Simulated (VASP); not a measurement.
# SbBr2: single point with PBE

The system is SbBr2.

```
CELL_PARAMETERS angstrom
2.31279 1.33529 6.30380
-2.31279 1.33529 6.30380
0.00000 -2.67058 6.30380
ATOMIC_POSITIONS crystal
Sb 0.00000 0.00000 0.00000
Br 0.73714 0.73714 0.73714
Br 0.26286 0.26286 0.26286
```

* Program: VASP 6.6.1
* Task: single point
* Functional: PBE
* Potentials or basis: VASP PAW PBE potentials, release 64 (Sb, Br)
* Cutoff: 520 eV
* k mesh: 6 × 6 × 6
* Occupations: gaussian, width 0.1 eV
* Spin: no spin polarisation

```
Pressure               : 0.1 GPa
Largest force          : 0.018 eV/Å
Band gap on the k mesh : zero (an odd number of electrons rules out a gap without spin polarisation)
```

Forces on the atoms (eV/Å):
```
Sb   0.000  0.000  0.000
Br   0.000  0.000  0.018
Br   0.000  0.000 -0.018
```

Levels at points of the mesh, in eV from the Fermi level:
| k point | band 7 | band 8 | band 9 | band 10 | band 11 | band 12 | band 13 | band 14 |
| --- | --- | --- | --- | --- | --- | --- | --- | --- |
| (0.00, 0.00, 0.00) | -4.02 | -3.75 | -2.91 | -1.09 | 0.27 | 0.27 | 4.08 | 5.64 |
| (0.50, 0.00, 0.00) | -3.61 | -3.57 | -2.78 | 0.14 | 1.60 | 2.05 | 5.19 | 5.48 |
| (0.50, 0.50, 0.00) | -3.49 | -3.49 | -2.71 | -0.09 | 1.50 | 2.01 | 4.55 | 5.21 |
| (0.50, 0.50, 0.50) | -3.98 | -3.49 | -3.20 | -1.04 | 0.30 | 0.30 | 5.57 | 5.89 |

It took 2.9 min on 1 thread of Intel(R) Xeon(R) Platinum 8488C (Sapphire Rapids) (shared host), peak memory 0.41 GiB.

Caveat: spin-orbit coupling is left out, which moves the levels of the heavy elements; an odd number of electrons without spin polarisation forces a metal; a magnetic or distorted state may lie lower.
